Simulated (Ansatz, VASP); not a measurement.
## One calculation of TiSi16, two programs

```
Si Ti
1.0
     0.00000    5.43000    5.43000
     5.43000    0.00000    5.43000
     5.43000    5.43000    0.00000
Si Ti
16 1
Direct
  0.00067 0.00026 0.98464
  0.12534 0.12454 0.11734
  0.00041 0.99949 0.49960
  0.12129 0.12071 0.62079
  0.99326 0.49762 0.99772
  0.12569 0.61803 0.11807
  0.00064 0.48457 0.50030
  0.12532 0.61723 0.62463
  0.49844 0.99256 0.99785
  0.61847 0.12536 0.11819
  0.48512 0.00036 0.50044
  0.61812 0.12464 0.62476
  0.49864 0.49836 0.99841
  0.62250 0.62183 0.12192
  0.49842 0.49774 0.49266
  0.61844 0.61813 0.62542
  0.87160 0.87103 0.37111
```

Alike in both runs: functional PBEsol; k mesh 2 × 2 × 2; occupations fermi-dirac, width 0.05 eV; no spin polarisation.

Ansatz relaxed the structure, and its values are those at the end. VASP's run is a single point on that final structure, the one shown.

|  | VASP | Ansatz |
| --- | --- | --- |
| version | VASP 6.6.1 | Ansatz 0.2.0 |
| potentials or method | VASP PAW PBE potentials, release 64 (Si, Ti_sv), cutoff 520 eV | scalar-relativistic, plane waves, PAW |
| valence electrons in the cell | 76 | 76 |

Ansatz gave:

```
rms of the force components (eV/Å) : 0.011
```

Problem. Estimate VASP's values.

Solution. rms of the force components (eV/Å): 0.013.

VASP's potentials were made for PBE, not for PBEsol, and Ansatz warns of the same on its side. With one functional, cell and mesh, what is left measures potentials, basis and numerics.

The k mesh is coarse, so the values compare programs but aren't converged.
